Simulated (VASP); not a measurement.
# Rb2Pt (P-3m1) in VASP: relaxation of cell and atoms with PBE

Aim: the relaxation of cell and atoms of Rb2Pt with PBE.

Program: VASP 6.6.1. These are calculated values, not measurements. Logs are shortened: lines on timing, memory, paths and dates and some standing lists are left out, and cuts for length are marked.

### 1 The cell of the first run

It takes space group P-3m1 (No. 164, trigonal). Conventional cell: a = 5.202 Å, b = 5.202 Å, c = 8.260 Å, α = 90.00°, β = 90.00°, γ = 120.00°. Rb (site symmetry 3m) has 3 Pt at 3.30 Å and 3 Rb at 4.07 Å within 4.3 Å. Pt (site symmetry -3m) has 6 Rb at 3.30 Å within 4.3 Å.

The cell was generated, and may not be a known phase.

### 2 Relaxation of cell and atoms, PBE

Input file INCAR:

```
ALGO     = Normal         # electronic algorithm
EDIFF    = 1E-7           # SCF threshold, eV
EDIFFG   = -0.01          # ionic threshold
ENCUT    = 500            # plane-wave cutoff, eV
GGA      = PE             # functional
GGA_COMPAT= False        
IBRION   = 2              # ionic algorithm
ISIF     = 3              # what is computed and relaxed
ISMEAR   = 0              # smearing method
LASPH    = True           # aspherical terms in the spheres
LCHARG   = False          # write CHGCAR
LREAL    = False          # projectors in reciprocal space
LWAVE    = False          # write WAVECAR
NELM     = 120            # most SCF steps
NELMIN   = 4            
NSW      = 100            # ionic steps
PREC     = Accurate       # precision mode
SIGMA    = 0.02           # smearing width, eV
```

Input file KPOINTS:

```
k-points
0
Gamma
  12 12 6
```

Input file POSCAR:

```
Rb2Pt
1.0
    5.2018355648      0.0000000000      0.0000000000
   -2.6009177824      4.5049217454      0.0000000000
    0.0000000000      0.0000000000      8.2604054147
Rb Pt
2 1
Direct
    0.6666666667      0.3333333333      0.8335392321
    0.3333333333      0.6666666667      0.1664607679
    0.0000000000      0.0000000000      0.0000000000
```

Potentials or basis: VASP PAW PBE potentials, release 64 (Rb_sv, Pt_sv_GW).

Launch:

```console
$ cat potpaw_PBE.64/Rb_sv/POTCAR potpaw_PBE.64/Pt_sv_GW/POTCAR > POTCAR
$ mpirun -np 1 vasp_std > vasp.out
```

OUTCAR:

```text
EDIFF = 1E-7
   EDIFFG = -0.01
   ENCUT = 500
   GGA = PE
   IBRION = 2
   ISIF = 3
   ISMEAR = 0
   LASPH = True
   LREAL = False
   NELM = 120
   NELMIN = 4
   NSW = 100
   PREC = Accurate

 ion  position               nearest neighbor table
   1  0.667  0.333  0.834-   3 3.30   3 3.30   3 3.30   2 4.07   2 4.07   2 4.07
   2  0.333  0.667  0.166-   3 3.30   3 3.30   3 3.30   1 4.07   1 4.07   1 4.07
   3  0.000  0.000  0.000-   1 3.30   2 3.30   2 3.30   1 3.30   1 3.30   2 3.30

  LATTYP: Found a hexagonal cell.
 ALAT       =     5.2018355648
 C/A-ratio  =     1.5879789570

  Lattice vectors:

 A1 = (   5.2018355648,   0.0000000000,   0.0000000000)
 A2 = (  -2.6009177824,   4.5049217454,   0.0000000000)
 A3 = (   0.0000000000,   0.0000000000,   8.2604054147)

Analysis of symmetry for initial positions (statically):
=====================================================================
 Subroutine PRICEL returns:
 Original cell was already a primitive cell.

 Routine SETGRP: Setting up the symmetry group for a
 hexagonal supercell.

 Subroutine GETGRP returns: Found 12 space group operations
 (whereof 12 operations were pure point group operations)
 out of a pool of 24 trial point group operations.

The static configuration has the point symmetry D_3d.

Analysis of symmetry for dynamics (positions and initial velocities):
=====================================================================
 Subroutine PRICEL returns:
 Original cell was already a primitive cell.

 Routine SETGRP: Setting up the symmetry group for a
 hexagonal supercell.

 Subroutine GETGRP returns: Found 12 space group operations
 (whereof 12 operations were pure point group operations)
 out of a pool of 24 trial point group operations.

The dynamic configuration has the point symmetry D_3d.

 Subroutine INISYM returns: Found 12 space group operations
 (whereof 12 operations are pure point group operations),
 and found     1 'primitive' translations

----------------------------------------------------------------------------------------

                                     Primitive cell

  volume of cell :     193.5732

  direct lattice vectors                    reciprocal lattice vectors
     5.201835565  0.000000000  0.000000000     0.192239833  0.110989719  0.000000000
    -2.600917782  4.504921745  0.000000000     0.000000000  0.221979439  0.000000000
     0.000000000  0.000000000  8.260405415     0.000000000  0.000000000  0.121059434

  length of vectors
     5.201835565  5.201835565  8.260405415     0.221979439  0.221979439  0.121059434

  position of ions in fractional coordinates (direct lattice)
     0.666666667  0.333333333  0.833539232
     0.333333333  0.666666667  0.166460768
     0.000000000  0.000000000  0.000000000

  ion indices of the primitive-cell ions
   primitive index   ion index
                 1           1
                 2           2
                 3           3

----------------------------------------------------------------------------------------

 KPOINTS: k-points

Automatic generation of k-mesh.
 Grid dimensions read from file:
 generate k-points for:   12   12    6

 Generating k-lattice:

  Cartesian coordinates                     Fractional coordinates (reciprocal lattice)
     0.016019986  0.009249143  0.000000000     0.083333333  0.000000000  0.000000000
     0.000000000  0.018498287  0.000000000     0.000000000  0.083333333  0.000000000
     0.000000000  0.000000000  0.020176572     0.000000000  0.000000000  0.166666667

  Length of vectors
     0.018498287  0.018498287  0.020176572

  Shift w.r.t. Gamma in fractional coordinates (k-lattice)
     0.000000000  0.000000000  0.000000000

 Subroutine IBZKPT returns following result:
 ===========================================

 Found    100 irreducible k-points:

 Following reciprocal coordinates:
            Coordinates               Weight
  0.000000  0.000000  0.000000      1.000000
  0.083333  0.000000  0.000000      6.000000
  0.166667  0.000000  0.000000      6.000000
  0.250000  0.000000  0.000000      6.000000
  0.333333  0.000000  0.000000      6.000000
  0.416667 -0.000000  0.000000      6.000000
[... 16 lines left out ...]
  0.166667  0.000000  0.166667      6.000000
  0.000000  0.166667  0.166667      6.000000
 [... further k-points ...]
   k-points           NKPTS =    100   k-points in BZ     NKDIM =    100   number of bands    NBANDS=     22
   number of dos      NEDOS =    301   number of ions     NIONS =      3
   total plane-waves  NPLWV =  96000
   dimension x,y,z NGX =    40 NGY =   40 NGZ =   60
   dimension x,y,z NGXF=    80 NGYF=   80 NGZF=  120
   ions per type =               2   1
   NGX,Y,Z   is equivalent  to a cutoff of  12.78, 12.78, 12.08 a.u.
   NGXF,Y,Z  is equivalent  to a cutoff of  25.57, 25.57, 24.15 a.u.
 SYSTEM =  unknown system
   PREC   = accura    normal or accurate (medium, high low for compatibility)
   ISTART =      0    job   : 0-new  1-cont  2-samecut
   ICHARG =      2    charge: 1-file 2-atom 10-const
   ISPIN  =      1    spin polarized calculation?
   LNONCOLLINEAR =      F non collinear calculations
   LSORBIT =      F    spin-orbit coupling
   LASPH  =      T    aspherical Exc in radial PAW
   ENCUT  =  500.0 eV  36.75 Ry    6.06 a.u.   9.48  9.48 15.06*2*pi/ulx,y,z
   NELM   =    120;   NELMIN=  4; NELMDL= -5     # of ELM steps
   EDIFF  = 0.1E-06   stopping-criterion for ELM
   LREAL  =      F    real-space projection
   EDIFFG = -.1E-01   stopping-criterion for IOM
   NSW    =    100    number of steps for IOM
   IBRION =      2    ionic relax: 0-MD 1-quasi-New 2-CG
   NFREE  =      1    steps in history (QN), initial steepest desc. (CG)
   ISIF   =      3    stress and relaxation
   ISYM   =      2    0-nonsym 1-usesym 2-fastsym
   POTIM  = 0.5000    time-step for ionic-motion
   TEBEG  =    0.0;   TEEND  =   0.0 temperature during run
   PSTRESS=    0.0 pullay stress
   NELECT =      36.0000    total number of electrons
   NUPDOWN=      -1.0000    fix difference up-down
   EMIN   =  10.00;   EMAX   =-10.00  energy-range for DOS
   EFERMI =   0.00;   METHOD = LEGACY
   ISMEAR =     0;   SIGMA  =   0.02  broadening in eV -4-tet -1-fermi 0-gaus
   EFERMI_NEDOS =   21; number of points for ismear=-14 and -15
   IALGO  =     38    algorithm
   IMIX   =      4    mixing-type and parameters
     AMIX     =   0.40;   BMIX     =  1.00
     AMIX_MAG =   1.60;   BMIX_MAG =  1.00
  volume/ion in A,a.u.               =      64.52       435.43
  Fermi-wavevector in a.u.,A,eV,Ry     =   0.934460  1.765873 11.880811  0.873215
  Thomas-Fermi vector in A             =   2.061267
   LORBIT       =      0    0 simple, 1 ext, 2 COOP (PROOUT), +10 PAW based schemes
   GGA     = PE    functional components
   LHFCALC =     F    Hartree Fock is set to
   AEXX    =    0.0000 exact exchange contribution
   IVDW    =     0    specifies the selected vdW correction
   LEPSILON=     F    determine dielectric tensor
   LRPA    =     F    only Hartree local field effects (RPA)
 conjugate gradient relaxation of ions
 non-spin polarized calculation
 Gauss-broadening in eV      SIGMA  =   0.02
  energy-cutoff  :      500.00
  volume of cell :      193.57
 maximum number of plane-waves:      4962
 NGX is ok and might be reduce to    40
   NGX = 19   NGY = 19   NGZ = 31

--------------------------------------- Ionic step        1  -------------------------------------------

 number of electron      35.9999998 magnetization

 Free energy of the ion-electron system (eV)
  ---------------------------------------------------
  ext. energy  EPLUGINS =         0.00000000
  ---------------------------------------------------
  free energy    TOTEN  =        -7.49534306 eV

  energy without entropy =       -7.49534306  energy(sigma->0) =       -7.49534306

------------------------ aborting loop because EDIFF is reached ----------------------------------------

  FORCE on cell =-STRESS in cart. coord.  units (eV):
  Direction    XX          YY          ZZ          XY          YZ          ZX
  --------------------------------------------------------------------------------------
  -------------------------------------------------------------------------------------
  Total       -0.2161257     -0.2161257     -0.3161624      0.0000000     -0.0000000     -0.0000000
  in kB       -1.7888407     -1.7888407     -2.6168304      0.0000000     -0.0000000     -0.0000000
  external PRESSURE =      -2.0648373 kB  Pullay stress =       0.0000000 kB
[... 92 lines left out ...]
  FREE ENERGIE OF THE ION-ELECTRON SYSTEM (eV)
  ---------------------------------------------------
  free  energy   TOTEN  =        -7.4990939173 eV

  energy  without entropy=       -7.4990939173  energy(sigma->0) =       -7.49909392

 E-fermi :  -0.0659     XC(G=0):  -6.1767

 val. band max:       -0.1880445453   @ k =   0.5000   0.0000   0.0000
 cond. band min:       0.4554185012   @ k =   0.0000   0.0000   0.5000
 fundamental gap:      0.6434630465
 Fermi energy:        -0.0658808477

 k-point     1 :       0.0000    0.0000    0.0000
  band No.  band energies     occupation
      1     -95.4662      2.00000
      2     -49.6991      2.00000
      3     -49.6991      2.00000
      4     -49.6621      2.00000
      5     -27.0929      2.00000
      6     -27.0503      2.00000
[... 574 lines left out ...]
      6     -27.0526      2.00000
[... 14 lines left out ...]
     21       3.5157      0.00000
     22       3.7821      0.00000

 [... further k-points ...]

[... ionic steps 4 to 21 ...]

--------------------------------------- Ionic step       22  -------------------------------------------

 number of electron      35.9999999 magnetization

------------------------ aborting loop because EDIFF is reached ----------------------------------------

  FORCE on cell =-STRESS in cart. coord.  units (eV):
  Direction    XX          YY          ZZ          XY          YZ          ZX
  --------------------------------------------------------------------------------------
  -------------------------------------------------------------------------------------
  Total       -0.0519386     -0.0519386     -0.0229051      0.0000000      0.0000000      0.0000000
  in kB       -0.6112003     -0.6112003     -0.2695419      0.0000000      0.0000000      0.0000000
  external PRESSURE =      -0.4973142 kB  Pullay stress =       0.0000000 kB
[... 59 lines left out ...]
  energy  without entropy=       -7.5616165695  energy(sigma->0) =       -7.56161657

--------------------------------------- Ionic step       24  -------------------------------------------

 number of electron      35.9999999 magnetization

 Free energy of the ion-electron system (eV)
  ---------------------------------------------------
  ext. energy  EPLUGINS =         0.00000000
  ---------------------------------------------------
  free energy    TOTEN  =        -7.56196192 eV

  energy without entropy =       -7.56196192  energy(sigma->0) =       -7.56196192

 E-fermi :   0.5225     XC(G=0):  -7.1815

 val. band max:        0.3781313077   @ k =   0.5000   0.0000   0.5000
 cond. band min:       1.0154336976   @ k =   0.0000   0.0000   0.5000
 fundamental gap:      0.6373023899
 Fermi energy:         0.5225015357

 k-point     1 :       0.0000    0.0000    0.0000
  band No.  band energies     occupation
      1     -94.9325      2.00000
      2     -49.1488      2.00000
      3     -49.1488      2.00000
      4     -49.1211      2.00000
      5     -26.5577      2.00000
      6     -26.5076      2.00000
[... 574 lines left out ...]
      6     -26.5129      2.00000
[... 14 lines left out ...]
     21       4.4384      0.00000
     22       4.7000      0.00000

 [... further k-points ...]
[... 5 lines left out ...]
  --------------------------------------------------------------------------------------
  -------------------------------------------------------------------------------------
  Total        0.0010314      0.0010314      0.0017685      0.0000000     -0.0000000      0.0000000
  in kB        0.0121681      0.0121681      0.0208648      0.0000000     -0.0000000      0.0000000
  external PRESSURE =       0.0150670 kB  Pullay stress =       0.0000000 kB
[... 18 lines left out ...]
  FREE ENERGIE OF THE ION-ELECTRON SYSTEM (eV)
  ---------------------------------------------------
  free  energy   TOTEN  =        -7.5619619230 eV

  energy  without entropy=       -7.5619619230  energy(sigma->0) =       -7.56196192

 reached required accuracy - stopping structural energy minimisation
```

Wall time 1.6 h (1 thread of Intel Xeon Platinum 8559C (Emerald Rapids), shared host); peak memory 0.64 GiB.

Results:

| Property | Result |
| --- | --- |
| Free energy | -7.5620 eV |
| Relaxed volume | 45.27 Å³/atom |
| Relaxed cell | a = 5.175 Å, b = 5.175 Å, c = 5.856 Å, α = 90.00°, β = 90.00°, γ = 120.00° |
| Space group after relaxing (to 0.1 Å) | P-3m1 (No. 164) |
| Energy gained by relaxing | 22.2 meV/atom |
| Ionic steps | 24 |
| Pressure after relaxing | 0.0 GPa |
| Band gap on the k mesh | 0.64 eV (least direct gap 0.66 eV) |

Step by step:
```csv
step,energy change (eV),largest force (eV/Å),pressure (GPa),volume (Å³)
1,0.0000,0.0238,-0.21,193.57
2,-0.0025,0.0490,-0.11,191.25
3,-0.0038,0.0789,0.01,188.60
4,-0.0038,0.0846,0.03,188.10
5,-0.0056,0.0859,0.03,187.21
6,-0.0107,0.0900,0.04,184.55
7,-0.0194,0.1005,0.05,179.16
8,-0.0300,0.1296,0.08,168.17
9,-0.0257,0.2148,0.22,145.30
10,-0.0295,0.1965,0.15,144.76
11,-0.0372,0.1446,-0.07,143.11
12,-0.0373,0.0509,-0.47,139.65
13,-0.0393,0.0920,-0.30,141.19
14,-0.0482,0.0762,-0.23,138.31
15,-0.0614,0.0217,-0.03,129.90
16,-0.0613,0.0085,0.07,128.25
17,-0.0615,0.0146,0.04,129.00
18,-0.0615,0.0165,0.02,129.23
19,-0.0624,0.0139,0.02,129.90
20,-0.0646,0.0063,-0.01,131.89
21,-0.0665,0.0080,-0.04,135.83
22,-0.0665,0.0092,-0.05,136.15
23,-0.0663,0.0132,0.10,135.07
24,-0.0666,0.0020,0.00,135.80
```

Final structure:
```
Rb Pt
1.0
     5.17493    0.00000    0.00000
    -2.58746    4.48162    0.00000
     0.00000    0.00000    5.85565
Rb Pt
2 1
Cartesian
  2.5875 1.4939 4.4504
  0.0000 2.9877 1.4053
  0.0000 0.0000 0.0000
```

Levels at points of the mesh, in eV from the valence-band top:
```tsv
k point	band 15	band 16	band 17	band 18	band 19	band 20	band 21	band 22
(0.00, 0.00, 0.00)	-0.22	-0.13	-0.08	-0.08	2.14	3.48	3.86	3.86
(0.50, 0.00, 0.00)	-0.16	-0.12	-0.10	-0.01	1.27	3.46	4.29	4.39
(0.00, 0.00, 0.50)	-0.26	-0.07	-0.07	-0.02	0.64	3.73	3.73	5.35
(0.50, 0.00, 0.50)	-0.14	-0.11	-0.02	0.00	1.76	2.71	3.36	4.34
```

Caveat: the volume moved by over 15 % at a fixed basis, so the end points are rough; spin-orbit coupling is left out, which moves the levels of the heavy elements. A k mesh can miss the band edges.
